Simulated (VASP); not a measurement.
# SnO2 (P6_3/mmc) in VASP: further runs, part 2 of 2

VASP 6.6.1. Earlier steps stand in the parts before.

**4. Single point, PBEsol**

This run uses another cell than the first one, of 16.25 Å³/atom, 1.053 times its volume.

INCAR

```
PREC = Accurate ; ENCUT = 520
EDIFF = 1E-6 ; ISMEAR = 1
SIGMA = 0.1 ; LREAL = F
LASPH = T ; NELM = 60
ALGO = Normal ; ISIF = 2
LWAVE = F ; LCHARG = F
GGA = PS ; NBANDS = 35
```

KPOINTS

```
regular mesh
0
Gamma
  12 12 2
```

POSCAR

```
SnO2
1.0
    3.2305800000      0.0000000000      0.0000000000
   -1.6152900000      2.7977600000      0.0000000000
    0.0000000000      0.0000000000     10.7905600000
Sn O
2 4
Direct
    0.0000000000      0.0000000000      0.5000000000
    0.0000000000      0.0000000000      0.0000000000
    0.6666666667      0.3333333333      0.4058600000
    0.6666666667      0.3333333333      0.0941400000
    0.3333333333      0.6666666667      0.5941400000
    0.3333333333      0.6666666667      0.9058600000
```

Launch:

```bash
cat potpaw_PBE.64/Sn_d/POTCAR potpaw_PBE.64/O/POTCAR > POTCAR
mpirun -np 1 vasp_std > vasp.out
```

Run time: 43 s. Hardware: 1 thread of Intel Xeon 6975P-C (Granite Rapids), shared host; peak memory 0.25 GiB.

The run converged. Its results:

| Property | Result |
| --- | --- |
| Free energy | -38.5120 eV |
| Pressure | -3.8 GPa |
| Largest force | 0.335 eV/Å |
| Band gap on the k mesh | 2.05 eV, indirect (least direct gap 2.45 eV) |

Forces in eV/Å, atoms in the order of the input:
```
Sn   0.000  0.000  0.000
Sn   0.000  0.000  0.000
O    0.000  0.000  0.335
O    0.000  0.000 -0.335
O    0.000  0.000 -0.335
O    0.000  0.000  0.335
```

Stress tensor (GPa, compression positive):
```
-4.83  0.00  0.00
 0.00 -4.83  0.00
 0.00  0.00 -1.85
```

Levels at points of the mesh, in eV from the valence-band top:
```tsv
k point	band 22	band 23	band 24	band 25	band 26	band 27	band 28	band 29	band 30	band 31
(0.00, 0.00, 0.00)	-0.90	-0.90	-0.88	-0.88	-0.41	2.05	2.75	5.31	5.65	10.11
(0.50, 0.00, 0.00)	-1.18	-0.56	-0.53	-0.46	-0.09	5.04	5.16	6.84	7.41	9.82
(0.00, 0.00, 0.50)	-0.89	-0.89	-0.89	-0.72	-0.72	2.41	2.41	5.49	5.49	10.20
(0.50, 0.00, 0.50)	-1.33	-0.54	-0.54	-0.26	-0.26	5.10	5.10	7.11	7.11	10.01
```

Caveat: the PAW data sets were made with another functional, which shifts forces and pressure a little; spin-orbit coupling is left out, which moves the levels of the heavy elements.

**5. Single point, PBEsol**

This run uses another cell than the first one, of 16.66 Å³/atom, 1.079 times its volume.

INCAR

```
SYSTEM = SnO2
ALGO = Normal
EDIFF = 1E-6
ENCUT = 520
GGA = PS
ISIF = 2
ISMEAR = 1
LASPH = .TRUE.
LCHARG = .TRUE.
LELF = .TRUE.
LREAL = .FALSE.
LVHAR = .TRUE.
LWAVE = .FALSE.
NBANDS = 35
NELM = 80
PREC = Accurate
SIGMA = 0.1
```

KPOINTS

```
k-points
0
G
  12 12 2
  0 0 0
```

POSCAR, as its differences from that of step 4:

```diff
@@ -2,5 +2,5 @@
 1.0
-    3.2305800000      0.0000000000      0.0000000000
-   -1.6152900000      2.7977600000      0.0000000000
-    0.0000000000      0.0000000000     10.7905600000
+    3.2572802191      0.0000000000      0.0000000000
+   -1.6286401095      2.8208830321      0.0000000000
+    0.0000000000      0.0000000000     10.8797422261
 Sn O
```

Launch:

```bash
cat potpaw_PBE.64/Sn_d/POTCAR potpaw_PBE.64/O/POTCAR > POTCAR
mpirun -np 1 vasp_std > vasp.out
```

Wall time 43 s (1 thread of Intel Xeon 6975P-C (Granite Rapids), shared host); peak memory 0.26 GiB.

Results (log left out):

```
Free energy            : -38.4349 eV
Pressure               : -6.6 GPa
Largest force          : 0.579 eV/Å
Band gap on the k mesh : 1.91 eV, indirect (least direct gap 2.28 eV)
```

Forces in eV/Å, atoms in the order of the input:
```
Sn   0.000  0.000  0.000
Sn   0.000  0.000  0.000
O    0.000  0.000  0.579
O    0.000  0.000 -0.579
O    0.000  0.000 -0.579
O    0.000  0.000  0.579
```

Stress tensor (GPa, compression positive):
```
-8.17  0.00  0.00
 0.00 -8.17  0.00
 0.00  0.00 -3.49
```

Levels at points of the mesh, in eV from the valence-band top:
```csv
k point,band 23,band 24,band 25,band 26,band 27,band 28,band 29,band 30
"(0.00, 0.00, 0.00)",-0.90,-0.88,-0.88,-0.37,1.91,2.58,5.19,5.52
"(0.50, 0.00, 0.00)",-0.57,-0.53,-0.44,-0.09,4.82,4.93,6.72,7.26
"(0.00, 0.00, 0.50)",-0.89,-0.89,-0.68,-0.68,2.26,2.26,5.36,5.36
"(0.50, 0.00, 0.50)",-0.55,-0.55,-0.25,-0.25,4.88,4.88,6.97,6.97
```

Caveat: the PAW data sets were made with another functional, which shifts forces and pressure a little; spin-orbit coupling is left out, which moves the levels of the heavy elements. A k mesh can miss the band edges.

**6. Single point, PBEsol**

This run uses another cell than the first one, of 17.07 Å³/atom, 1.105 times its volume.

INCAR

```
PREC = Accurate
ENCUT = 520
EDIFF = 1E-6
ISMEAR = 1
SIGMA = 0.1
LREAL = F
LASPH = T
NELM = 60
ALGO = Normal
ISIF = 2
LWAVE = F
LCHARG = T
GGA = PS
LELF = T
LVHAR = T
NBANDS = 35
```

KPOINTS

```
regular mesh
0
Gamma
  12 12 2
```

POSCAR, as its differences from that of step 5:

```diff
@@ -2,5 +2,5 @@
 1.0
-    3.2572802191      0.0000000000      0.0000000000
-   -1.6286401095      2.8208830321      0.0000000000
-    0.0000000000      0.0000000000     10.8797422261
+    3.2835497424      0.0000000000      0.0000000000
+   -1.6417748712      2.8436330712      0.0000000000
+    0.0000000000      0.0000000000     10.9674858720
 Sn O
```

Potentials or basis: VASP PAW PBE potentials, release 64 (Sn_d, O).

Launch:

```bash
cat potpaw_PBE.64/Sn_d/POTCAR potpaw_PBE.64/O/POTCAR > POTCAR
mpirun -np 1 vasp_std > vasp.out
```

Wall time 47 s (1 thread of Intel Xeon 6975P-C (Granite Rapids), shared host); peak memory 0.26 GiB.

It converged, with:

| Property | Result |
| --- | --- |
| Free energy | -38.3185 eV |
| Pressure | -9.0 GPa |
| Largest force | 0.797 eV/Å |
| Band gap on the k mesh | 1.78 eV, indirect (least direct gap 2.12 eV) |

Forces in eV/Å, atoms in the order of the input:
```
Sn   0.000  0.000  0.000
Sn   0.000  0.000  0.000
O    0.000  0.000  0.797
O    0.000  0.000 -0.797
O    0.000  0.000 -0.797
O    0.000  0.000  0.797
```

Stress tensor (GPa, compression positive):
```
-11.04   0.00   0.00
  0.00 -11.04   0.00
  0.00   0.00  -4.89
```

Levels at points of the mesh, in eV from the valence-band top:
| k point | band 24 | band 25 | band 26 | band 27 | band 28 | band 29 |
| --- | --- | --- | --- | --- | --- | --- |
| (0.00, 0.00, 0.00) | -0.88 | -0.88 | -0.34 | 1.78 | 2.43 | 5.07 |
| (0.50, 0.00, 0.00) | -0.54 | -0.42 | -0.09 | 4.61 | 4.72 | 6.60 |
| (0.00, 0.00, 0.50) | -0.89 | -0.63 | -0.63 | 2.12 | 2.12 | 5.24 |
| (0.50, 0.00, 0.50) | -0.55 | -0.24 | -0.24 | 4.66 | 4.66 | 6.84 |

Caveat: the PAW data sets were made with another functional, which shifts forces and pressure a little; spin-orbit coupling is left out, which moves the levels of the heavy elements.

**7. Overview**

```csv
cell,gap on the mesh (eV),pressure (GPa),largest force (eV/Å)
"a = 3.176, b = 3.176, c = 10.608 Å, angles 90.0, 90.0, 120.0°, 6 atoms",2.36,3.1,0.24
"a = 3.203, b = 3.203, c = 10.700 Å, angles 90.0, 90.0, 120.0°, 6 atoms",2.20,-0.6,0.06
"a = 3.231, b = 3.231, c = 10.791 Å, angles 90.0, 90.0, 120.0°, 6 atoms",2.05,-3.8,0.34
"a = 3.257, b = 3.257, c = 10.880 Å, angles 90.0, 90.0, 120.0°, 6 atoms",1.91,-6.6,0.58
"a = 3.284, b = 3.284, c = 10.967 Å, angles 90.0, 90.0, 120.0°, 6 atoms",1.78,-9.0,0.80
```

Alike in all rows: task single point; level PBEsol; potentials or basis VASP PAW PBE potentials, release 64 (Sn_d, O); no spin polarisation; k mesh 12 × 12 × 2; cutoff (eV) 520; smearing methfessel-paxton 0.1 eV.

Caveats: the PAW data sets were made with another functional, which shifts forces and pressure a little; spin-orbit coupling is left out, which moves the levels of the heavy elements.

Absolute energies hang on the potentials; compare differences alone.
